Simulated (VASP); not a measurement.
NaCl, 2 atoms in the cell. Symmetry: Pm-3m, No. 221, cubic system. Conventional cell: a = 3.454 Å, b = 3.454 Å, c = 3.454 Å, α = 90.00°, β = 90.00°, γ = 90.00°. Within 3.9 Å of Na (site symmetry m-3m) lie 8 Cl at 2.99 Å and 6 Na at 3.45 Å. Cl (site symmetry m-3m) has 8 Na at 2.99 Å and 6 Cl at 3.45 Å within 3.9 Å.  This cell differs from its parent crystal: strained.

```yaml
Program: VASP 6.6.1
Task: single point
Functional: PBEsol
Potentials_or_basis: VASP PAW PBE potentials, release 64 (Na_pv, Cl)
Cutoff: 520 eV
k_mesh: 6 × 6 × 6
Occupations: gaussian, width 0.02 eV
Spin: no spin polarisation
Dipole_correction: no
Further_INCAR_settings: ALGO = Normal; EDIFF = 1e-06; NBANDS = 14
```

Potentials or basis: VASP PAW PBE potentials, release 64 (Na_pv, Cl).

Run with:

```console
$ cat potpaw_PBE.64/Na_pv/POTCAR potpaw_PBE.64/Cl/POTCAR > POTCAR
$ mpirun -np 1 vasp_std > vasp.out
```

Hardware: 1 thread of AMD EPYC 9R45 (Zen 5), with other jobs on the host.

**Question.** Estimate the wall time of this run.

**Answer.** Wall time 9.2 s on 1 thread of AMD EPYC 9R45 (Zen 5), on a shared host, peak memory 0.12 GiB. Counts: scf iterations 12, k points 20.
